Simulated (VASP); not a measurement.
## Pt: relaxation of cell and atoms with BLYP

The system is Pt.

```
Pt
1.0
     2.77405    0.00000    0.00000
    -1.38702    2.40239    0.00000
     0.00000    0.00000    9.06004
Pt
4
Direct
  0.00000 0.00000 0.00000
  0.00000 0.00000 0.50000
  0.33333 0.66667 0.25000
  0.66667 0.33333 0.75000
```

| Item | Value |
| --- | --- |
| Program | VASP 6.6.1 |
| Task | relaxation of cell and atoms |
| Functional | BLYP |
| Potentials or basis | VASP PAW PBE potentials, release 64 (Pt_sv_GW) |
| Cutoff | 500 eV |
| k mesh | 13 × 13 × 4 |
| Occupations | fermi-dirac, width 0.1 eV |
| Spin | no spin polarisation |
| Dipole correction | no |
| Second run | valence_matched |
| Further INCAR settings | ALGO = Normal; EDIFF = 1e-07; IBRION = 2; EDIFFG = -0.01; NSW = 80; ISIF = 3 |

* Relaxed volume: 16.56 Å³/atom
* Relaxed cell: a = 2.835 Å, b = 2.835 Å, c = 9.512 Å, α = 90.00°, β = 90.00°, γ = 120.00°
* Space group after relaxing (to 0.05 Å): P6_3/mmc (No. 194)
* Energy gained by relaxing: 103.1 meV/atom
* Ionic steps: 10
* Pressure after relaxing: 0.1 GPa
* Band gap on the k mesh: zero (band 36 reaches 9.97 eV, above the bottom of band 37 at 8.84 eV)

The path:
| step | energy change (eV) | largest force (eV/Å) | pressure (GPa) | volume (Å³) |
| --- | --- | --- | --- | --- |
| 1 | 0.0000 | 0.0000 | 24.60 | 60.38 |
| 2 | 1.1859 | 0.0000 | -23.27 | 82.98 |
| 3 | -0.4025 | 0.0000 | -1.81 | 66.80 |
| 4 | -0.4056 | 0.0000 | -0.34 | 66.32 |
| 5 | -0.4057 | 0.0000 | 0.06 | 66.20 |
| 6 | -0.4097 | 0.0000 | 0.06 | 66.18 |
| 7 | -0.4122 | 0.0000 | 0.26 | 66.14 |
| 8 | -0.4122 | 0.0000 | 0.24 | 66.14 |
| 9 | -0.4120 | 0.0000 | -0.59 | 66.41 |
| 10 | -0.4123 | 0.0000 | 0.06 | 66.23 |

Final structure:
```xyz
4
Lattice="2.8353 0.0000 0.0000 -1.4177 2.4555 0.0000 0.0000 0.0000 9.5123" Properties=species:S:1:pos:R:3 pbc="T T T"
Pt    0.0000    0.0000    0.0000
Pt    0.0000    0.0000    4.7562
Pt    0.0000    1.6370    2.3781
Pt    1.4177    0.8185    7.1342
```

Levels at points of the mesh, in eV from the Fermi level:
```csv
k point,band 32,band 33,band 34,band 35,band 36,band 37,band 38,band 39,band 40,band 41
"(0.00, 0.00, 0.00)",-1.71,-1.71,-1.17,-1.17,-0.81,-0.81,-0.13,-0.13,0.01,4.81
"(0.00, 0.00, 0.50)",-1.98,-1.47,-1.47,-1.47,-1.47,-0.42,-0.42,-0.42,-0.42,7.79
```

Run time: 23 min on 1 thread of Intel(R) Xeon(R) Platinum 8259CL CPU @ 2.50GHz (Skylake/Cascade Lake), on a shared host, peak memory 0.26 GiB.

Caveat: the PAW data sets were made with another functional, which shifts forces and pressure a little; spin-orbit coupling is left out, which moves the levels of the heavy elements.
